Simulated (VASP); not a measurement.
# Hf (P6_3/mmc) in VASP: notebook

Runs on Hf. Level: PBEsol. Tasks: electric field gradients.

All numbers are computed with VASP 6.6.1; they aren't measurements. Logs are shortened: lines on timing, memory, paths and dates and some standing lists are left out, and cuts for length are marked.

## Step 1: The cell of the first run

Symmetry: P6_3/mmc, No. 194, hexagonal system. The conventional cell has a = 3.197 Å, b = 3.197 Å, c = 4.957 Å, α = 90.00°, β = 90.00°, γ = 120.00°. Hf (site symmetry -6m2) has 12 Hf at 3.09 to 3.20 Å within 4.1 Å.

## Step 2: Electric field gradients, PBEsol (zz strain of -2 %)

Contents of INCAR:

```
PREC = Accurate
ENCUT = 520
EDIFF = 1E-8
ISMEAR = -1
SIGMA = 0.05
LREAL = False
LASPH = True
NELM = 100
ALGO = Normal
ISIF = 2
LWAVE = False
LCHARG = False
GGA = PS
LEFG = True
NBANDS = 17
```

Contents of KPOINTS:

```
regular mesh
0
Gamma
  13 13 7
```

Contents of POSCAR:

```
Hf
1.0
    3.1966985242      0.0000000000      0.0000000000
   -1.5983492621      2.7684221302      0.0000000000
    0.0000000000      0.0000000000      4.9566440000
Hf
2
Direct
    0.3333333333      0.6666666667      0.2500000000
    0.6666666667      0.3333333333      0.7500000000
```

Potentials or basis: VASP PAW PBE potentials, release 64 (Hf_pv).

Launch:

```bash
$ cat potpaw_PBE.64/Hf_pv/POTCAR > POTCAR
$ mpirun -np 1 vasp_std > vasp.out
```

OUTCAR:

```text
PREC = Accurate
   ENCUT = 520
   EDIFF = 1E-8
   ISMEAR = -1
   LREAL = False
   LASPH = True
   NELM = 100
   ISIF = 2
   GGA = PS

 ion  position               nearest neighbor table
   1  0.333  0.667  0.250-   2 3.09   2 3.09   2 3.09   2 3.09   2 3.09   2 3.09
   2  0.667  0.333  0.750-   1 3.09   1 3.09   1 3.09   1 3.09   1 3.09   1 3.09

  LATTYP: Found a hexagonal cell.
 ALAT       =     3.1966985242
 C/A-ratio  =     1.5505509708

  Lattice vectors:

 A1 = (   3.1966985242,   0.0000000000,   0.0000000000)
 A2 = (  -1.5983492621,   2.7684221302,   0.0000000000)
 A3 = (   0.0000000000,   0.0000000000,   4.9566440000)

Analysis of symmetry for initial positions (statically):
=====================================================================
 Subroutine PRICEL returns:
 Original cell was already a primitive cell.

 Routine SETGRP: Setting up the symmetry group for a
 hexagonal supercell.

 Subroutine GETGRP returns: Found 24 space group operations
 (whereof 12 operations were pure point group operations)
 out of a pool of 24 trial point group operations.

The static configuration has the point symmetry D_3d.
 The point group associated with its full space group is D_6h.

Analysis of symmetry for dynamics (positions and initial velocities):
=====================================================================
 Subroutine PRICEL returns:
 Original cell was already a primitive cell.

 Routine SETGRP: Setting up the symmetry group for a
 hexagonal supercell.

 Subroutine GETGRP returns: Found 24 space group operations
 (whereof 12 operations were pure point group operations)
 out of a pool of 24 trial point group operations.

The dynamic configuration has the point symmetry D_3d.
 The point group associated with its full space group is D_6h.

 Subroutine INISYM returns: Found 24 space group operations
 (whereof 12 operations are pure point group operations),
 and found     1 'primitive' translations

----------------------------------------------------------------------------------------

                                     Primitive cell

  volume of cell :      43.8654

  direct lattice vectors                    reciprocal lattice vectors
     3.196698524  0.000000000  0.000000000     0.312822743  0.180608295  0.000000000
    -1.598349262  2.768422130  0.000000000     0.000000000  0.361216589  0.000000000
     0.000000000  0.000000000  4.956644000     0.000000000  0.000000000  0.201749409

  length of vectors
     3.196698524  3.196698524  4.956644000     0.361216589  0.361216589  0.201749409

  position of ions in fractional coordinates (direct lattice)
     0.333333333  0.666666667  0.250000000
     0.666666667  0.333333333  0.750000000

  ion indices of the primitive-cell ions
   primitive index   ion index
                 1           1
                 2           2

----------------------------------------------------------------------------------------

 KPOINTS: regular mesh

Automatic generation of k-mesh.
 Grid dimensions read from file:
 generate k-points for:   13   13    7

 Generating k-lattice:

  Cartesian coordinates                     Fractional coordinates (reciprocal lattice)
     0.024063288  0.013892946  0.000000000     0.076923077 -0.000000000  0.000000000
     0.000000000  0.027785891  0.000000000     0.000000000  0.076923077  0.000000000
     0.000000000  0.000000000  0.028821344     0.000000000  0.000000000  0.142857143

  Length of vectors
     0.027785891  0.027785891  0.028821344

  Shift w.r.t. Gamma in fractional coordinates (k-lattice)
     0.000000000  0.000000000  0.000000000

 Subroutine IBZKPT returns following result:
 ===========================================

 Found     84 irreducible k-points:

 Following reciprocal coordinates:
            Coordinates               Weight
  0.000000  0.000000  0.000000      1.000000
  0.076923 -0.000000  0.000000      6.000000
  0.153846  0.000000  0.000000      6.000000
  0.230769  0.000000  0.000000      6.000000
  0.307692  0.000000  0.000000      6.000000
  0.384615 -0.000000  0.000000      6.000000
[... 16 lines left out ...]
  0.076923 -0.000000  0.142857     12.000000
  0.153846  0.000000  0.142857     12.000000
 [... further k-points ...]
   k-points           NKPTS =     84   k-points in BZ     NKDIM =     84   number of bands    NBANDS=     17
   number of dos      NEDOS =    301   number of ions     NIONS =      2
   total plane-waves  NPLWV =  23040
   dimension x,y,z NGX =    24 NGY =   24 NGZ =   40
   dimension x,y,z NGXF=    48 NGYF=   48 NGZF=   80
   ions per type =               2
   NGX,Y,Z   is equivalent  to a cutoff of  12.48, 12.48, 13.42 a.u.
   NGXF,Y,Z  is equivalent  to a cutoff of  24.96, 24.96, 26.83 a.u.
 SYSTEM =  unknown system
   PREC   = accura    normal or accurate (medium, high low for compatibility)
   ISTART =      0    job   : 0-new  1-cont  2-samecut
   ICHARG =      2    charge: 1-file 2-atom 10-const
   ISPIN  =      1    spin polarized calculation?
   LNONCOLLINEAR =      F non collinear calculations
   LSORBIT =      F    spin-orbit coupling
   LASPH  =      T    aspherical Exc in radial PAW
   ENCUT  =  520.0 eV  38.22 Ry    6.18 a.u.   5.94  5.94  9.22*2*pi/ulx,y,z
   NELM   =    100;   NELMIN=  2; NELMDL= -5     # of ELM steps
   EDIFF  = 0.1E-07   stopping-criterion for ELM
   LREAL  =      F    real-space projection
   EDIFFG = 0.1E-06   stopping-criterion for IOM
   NSW    =      0    number of steps for IOM
   IBRION =     -1    ionic relax: 0-MD 1-quasi-New 2-CG
   NFREE  =      0    steps in history (QN), initial steepest desc. (CG)
   ISIF   =      2    stress and relaxation
   ISYM   =      2    0-nonsym 1-usesym 2-fastsym
   POTIM  = 0.5000    time-step for ionic-motion
   TEBEG  =    0.0;   TEEND  =   0.0 temperature during run
   PSTRESS=    0.0 pullay stress
   NELECT =      20.0000    total number of electrons
   NUPDOWN=      -1.0000    fix difference up-down
   EMIN   =  10.00;   EMAX   =-10.00  energy-range for DOS
   EFERMI =   0.00;   METHOD = LEGACY
   ISMEAR =    -1;   SIGMA  =   0.05  broadening in eV -4-tet -1-fermi 0-gaus
   EFERMI_NEDOS =   21; number of points for ismear=-14 and -15
   IALGO  =     38    algorithm
   IMIX   =      4    mixing-type and parameters
     AMIX     =   0.40;   BMIX     =  1.00
     AMIX_MAG =   1.60;   BMIX_MAG =  1.00
  volume/ion in A,a.u.               =      21.93       148.01
  Fermi-wavevector in a.u.,A,eV,Ry     =   1.260020  2.381093 21.601310  1.587652
  Thomas-Fermi vector in A             =   2.393551
   LORBIT       =      0    0 simple, 1 ext, 2 COOP (PROOUT), +10 PAW based schemes
   GGA     = PS    functional components
   LHFCALC =     F    Hartree Fock is set to
   AEXX    =    0.0000 exact exchange contribution
   IVDW    =     0    specifies the selected vdW correction
   LEPSILON=     F    determine dielectric tensor
   LRPA    =     F    only Hartree local field effects (RPA)
 non-spin polarized calculation
  energy-cutoff  :      520.00
  volume of cell :       43.87
 maximum number of plane-waves:      1194
 NGX is ok and might be reduce to    24
   NGX = 11   NGY = 11   NGZ = 19

 number of electron      20.0000001 magnetization

 Free energy of the ion-electron system (eV)
  ---------------------------------------------------
  ext. energy  EPLUGINS =         0.00000000
  ---------------------------------------------------
  free energy    TOTEN  =       -21.00275312 eV

  energy without entropy =      -20.98968636  energy(sigma->0) =      -20.99621974

 E-fermi :   4.9064     XC(G=0): -11.4817

 val. band max:        4.8962804555   @ k =   0.3077   0.2308   0.2857
 cond. band min:       4.9136594977   @ k =   0.3077   0.2308   0.4286
 fundamental gap:      0.0173790422
 Fermi energy:         4.9063588239

 k-point     1 :       0.0000    0.0000    0.0000
  band No.  band energies     occupation
      1     -26.1484      2.00000
      2     -25.3512      2.00000
      3     -25.3512      2.00000
      4     -25.1990      2.00000
      5     -25.1990      2.00000
      6     -25.1768      2.00000
[... 9 lines left out ...]
     16       7.3926      0.00000
     17      10.2971      0.00000

 k-point     2 :       0.0769   -0.0000    0.0000
  band No.  band energies     occupation
      1     -26.1319      2.00000
      2     -25.3841      2.00000
      3     -25.3628      2.00000
      4     -25.2342      2.00000
      5     -25.2029      2.00000
      6     -25.1852      2.00000
[... 9 lines left out ...]
     16       7.2209      0.00000
     17      10.4466      0.00000

 k-point     3 :       0.1538    0.0000    0.0000
  band No.  band energies     occupation
      1     -26.0840      2.00000
      2     -25.4755      2.00000
      3     -25.3939      2.00000
      4     -25.3293      2.00000
      5     -25.2147      2.00000
      6     -25.2106      2.00000
[... 9 lines left out ...]
     16       7.5443      0.00000
     17      10.7763      0.00000

 k-point     4 :       0.2308    0.0000    0.0000
  band No.  band energies     occupation
      1     -26.0103      2.00000
      2     -25.6046      2.00000
      3     -25.4580      2.00000
      4     -25.4359      2.00000
      5     -25.2525      2.00000
      6     -25.2328      2.00000
[... 9 lines left out ...]
     16       8.2860      0.00000
     17      11.1112      0.00000
[... 343 lines left out ...]
      1     -26.1038      2.00000
      2     -25.3437      2.00000
      3     -25.3437      2.00000
      4     -25.2288      2.00000
      5     -25.2066      2.00000
      6     -25.2066      2.00000
[... 9 lines left out ...]
     16       7.7392      0.00000
     17      10.4017      0.00000

 k-point    23 :       0.0769   -0.0000    0.1429
  band No.  band energies     occupation
      1     -26.0895      2.00000
      2     -25.3755      2.00000
      3     -25.3549      2.00000
      4     -25.2713      2.00000
      5     -25.2110      2.00000
      6     -25.2060      2.00000
[... 9 lines left out ...]
     16       7.6871      0.00000
     17      10.5295      0.00000

 k-point    24 :       0.1538    0.0000    0.1429
  band No.  band energies     occupation
      1     -26.0491      2.00000
      2     -25.4633      2.00000
      3     -25.3852      2.00000
      4     -25.3691      2.00000
      5     -25.2237      2.00000
      6     -25.2229      2.00000
[... 9 lines left out ...]
     16       7.8038      0.00000
     17      10.7856      0.00000

 [... further k-points ...]

------------------------ aborting loop because EDIFF is reached ----------------------------------------

  FORCE on cell =-STRESS in cart. coord.  units (eV):
  Direction    XX          YY          ZZ          XY          YZ          ZX
  --------------------------------------------------------------------------------------
  -------------------------------------------------------------------------------------
  Total       -0.7404192     -0.7404192     -0.0540934      0.0000000     -0.0000000      0.0000000
  in kB      -27.0437250    -27.0437250     -1.9757564      0.0000000     -0.0000000      0.0000000
  external PRESSURE =     -18.6877355 kB  Pullay stress =       0.0000000 kB

 VOLUME and BASIS-vectors are now :
 -----------------------------------------------------------------------------
  energy-cutoff  :      520.00
  volume of cell :       43.87
      direct lattice vectors                 reciprocal lattice vectors
     3.196698524  0.000000000  0.000000000     0.312822743  0.180608295  0.000000000
    -1.598349262  2.768422130  0.000000000     0.000000000  0.361216589  0.000000000
     0.000000000  0.000000000  4.956644000     0.000000000  0.000000000  0.201749409

 POSITION                                       TOTAL-FORCE (eV/Angst)
 -----------------------------------------------------------------------------------
     -0.00000      1.84561      1.23916         0.000000     -0.000000      0.000000
      1.59835      0.92281      3.71748        -0.000000      0.000000      0.000000
 -----------------------------------------------------------------------------------
    total drift:                               -0.000000      0.000000     -0.000000

  FREE ENERGIE OF THE ION-ELECTRON SYSTEM (eV)
  ---------------------------------------------------
  free  energy   TOTEN  =       -21.0027531184 eV

  energy  without entropy=      -20.9896863631  energy(sigma->0) =      -20.99621974

 Electric field gradients (V/A^2)
---------------------------------------------------------------------
 ion       V_xx      V_yy      V_zz      V_xy      V_xz      V_yz
---------------------------------------------------------------------
   1     -51.686   -51.686   103.372     0.000     0.000    -0.000
   2     -51.686   -51.686   103.372     0.000    -0.000     0.000
---------------------------------------------------------------------

 Electric field gradients after diagonalization (V/A^2)
 (convention: |V_zz| > |V_xx| > |V_yy|)
----------------------------------------------------------------------
 ion       V_xx      V_yy      V_zz     asymmetry (V_yy - V_xx)/ V_zz
----------------------------------------------------------------------
   1     -51.687   -51.685   103.372       0.000
   2     -51.687   -51.685   103.372       0.000
----------------------------------------------------------------------

           NMR quadrupolar parameters

 Cq : quadrupolar parameter    Cq=e*Q*V_zz/h
 eta: asymmetry parameters     (V_yy - V_xx)/ V_zz
 Q  : nuclear electric quadrupole moment in mb (millibarn)
----------------------------------------------------------------------
 ion       Cq(MHz)       eta       Q (mb)
----------------------------------------------------------------------
   1       0.250       0.000       1.000
   2       0.250       0.000       1.000
----------------------------------------------------------------------
```

Run time: 68 s. Hardware: 1 thread of Intel Xeon 8259CL, shared host; peak memory 0.19 GiB.

Results:

- Free energy: -21.0028 eV
- Pressure: -1.9 GPa
- Band gap on the k mesh: zero (bands 10 and 11 overlap by 1.51 eV)
- Largest electric field gradient by atom: Hf +103.4 V/Å²

Stress tensor (GPa, compression positive):
```
-2.70  0.00  0.00
 0.00 -2.70  0.00
 0.00  0.00 -0.20
```

Electric field gradients, principal values (V/Å²):
```
atom    least   middle  greatest (by size)
1 Hf  -51.685  -51.687             103.372
2 Hf  -51.685  -51.687             103.372
```

Caveat: the cell differs from its parent crystal (zz strain of -2 %); without QUAD_EFG the Cq values of the log hold for a quadrupole moment of 1 mb, not for the nuclei; the PAW data sets were made with another functional, which shifts forces and pressure a little; spin-orbit coupling is left out, which moves the levels of the heavy elements.

(Part 1 of 3 ends here.)
